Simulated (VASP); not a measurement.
A run of VASP 6.6.1 is set up as follows.

File INCAR:

```
PREC = Accurate
ENCUT = 600
EDIFF = 1E-7
ISMEAR = -1
SIGMA = 0.05
LREAL = False
LASPH = True
NELM = 100
ALGO = Normal
ISIF = 3
LWAVE = False
LCHARG = False
GGA = RP
IVDW = 13
IBRION = 2
NSW = 80
EDIFFG = -0.02
```

Contents of KPOINTS:

```
Automatic mesh
0
Gamma
  8 8 8
```

POSCAR

```
CuI
1.0
    0.0000000000      3.0315000000      3.0315000000
    3.0315000000      0.0000000000      3.0315000000
    3.0315000000      3.0315000000      0.0000000000
I Cu
1 1
Direct
    0.0000000000      0.0000000000      0.0000000000
    0.7500000000      0.7500000000      0.7500000000
```

Potentials or basis: VASP PAW PBE potentials, release 64 (I, Cu).

Command:

```bash
$ cat potpaw_PBE.64/I/POTCAR potpaw_PBE.64/Cu/POTCAR > POTCAR
$ mpirun -np 1 vasp_std > vasp.out
```

Question: Estimate the band gap on the k mesh.

Answer: 1.43 eV.

Question: Estimate the relaxed cell.

Answer: a = 4.210 Å, b = 4.210 Å, c = 4.210 Å, α = 60.00°, β = 60.00°, γ = 60.00°.

Question: What does it give for the relaxed volume?

Answer: 26.37 Å³/atom.

Final structure:
```
CELL_PARAMETERS angstrom
0.00000 2.97666 2.97666
2.97666 0.00000 2.97666
2.97666 2.97666 0.00000
ATOMIC_POSITIONS crystal
I 0.00000 0.00000 0.00000
Cu 0.75000 0.75000 0.75000
```

Caveat: the PAW data sets were made with another functional, which shifts forces and pressure a little; spin-orbit coupling is left out, which moves the levels of the heavy elements. RPBE gaps usually lie below the measured ones, often by a third to a half.
